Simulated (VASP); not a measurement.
Here is a VASP 6.6.1 calculation.

The input INCAR:

```
SYSTEM = BaS
ALGO = Normal
EDIFF = 1E-6
ENCUT = 520
GGA = PE
ISIF = 2
ISMEAR = 0
IVDW = 12
LASPH = .True.
LCHARG = .False.
LREAL = .False.
LWAVE = .False.
NBANDS = 15
NELM = 80
PREC = Accurate
SIGMA = 0.05
```

The input KPOINTS:

```
k-points
0
Gamma
  6 6 6
  0 0 0
```

The input POSCAR:

```
BaS
1.0
    0.0000000000      3.1894868001      3.1894868001
    3.1894868001      0.0000000000      3.1894868001
    3.1894868001      3.1894868001      0.0000000000
Ba S
1 1
Direct
    0.5000000000      0.5000000000      0.5000000000
    0.0000000000      0.0000000000      0.0000000000
```

Potentials or basis: VASP PAW PBE potentials, release 64 (Ba_sv, S).

The run is started by

```bash
$ cat potpaw_PBE.64/Ba_sv/POTCAR potpaw_PBE.64/S/POTCAR > POTCAR
$ mpirun -np 1 vasp_std > vasp.out
```

(1) What does it give for the band gap on the k mesh?

(2) What does it give for the dispersion energy per atom?

(3) Estimate the pressure.

Answers

(1) 2.10 eV, indirect (least direct gap 2.23 eV).

(2) -0.279 eV.

(3) 0.2 GPa.

Caveat: spin-orbit coupling is left out, which moves the levels of the heavy elements.
